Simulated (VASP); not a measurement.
A run of VASP 6.6.1 is set up as follows.

INCAR

```
PREC = Accurate ; ENCUT = 520
EDIFF = 1E-8 ; ISMEAR = -1
SIGMA = 0.05 ; LREAL = F
LASPH = T ; NELM = 150
ALGO = Normal ; ISIF = 2
LWAVE = F ; LCHARG = F
ISPIN = 2 ; MAGMOM = 3 0
LORBIT = 11 ; LMAXMIX = 4
NBANDS = 18 ; IBRION = 8
NSW = 1
```

File KPOINTS:

```
regular mesh
0
Gamma
  8 8 8
```

POSCAR

```
FeO
1.0
    0.0000000000      2.1554000000      2.1554000000
    2.1554000000      0.0000000000      2.1554000000
    2.1554000000      2.1554000000      0.0000000000
Fe O
1 1
Direct
    0.0000000000      0.0000000000      0.0000000000
    0.5000000000      0.5000000000      0.5000000000
```

Potentials or basis: VASP PAW LDA potentials, release 64 (Fe, O).

The run is started by

```bash
$ cat potpaw_LDA.64/Fe/POTCAR potpaw_LDA.64/O/POTCAR > POTCAR
$ mpirun -np 1 vasp_std > vasp.out
```

Problem. What does it give for the highest phonon frequency at Γ, LO-TO splitting left out?

Solution. 189 cm⁻¹.

Problem. What does it give for the site moments?

Solution. Fe +3.56; O +0.32 μB.

Problem. What does it give for the net moment?

Solution. 3.99 μB per cell.

Phonon frequencies in cm⁻¹ (negative: imaginary):
| q point | frequencies |
| --- | --- |
| (0.000, 0.000, 0.000) | -1 -1 -1 189 189 189 |

Caveat: the cell wasn't relaxed at this level first, which shifts response properties; a cell with one magnetic atom can't hold antiferromagnetic order, which such compounds often take.
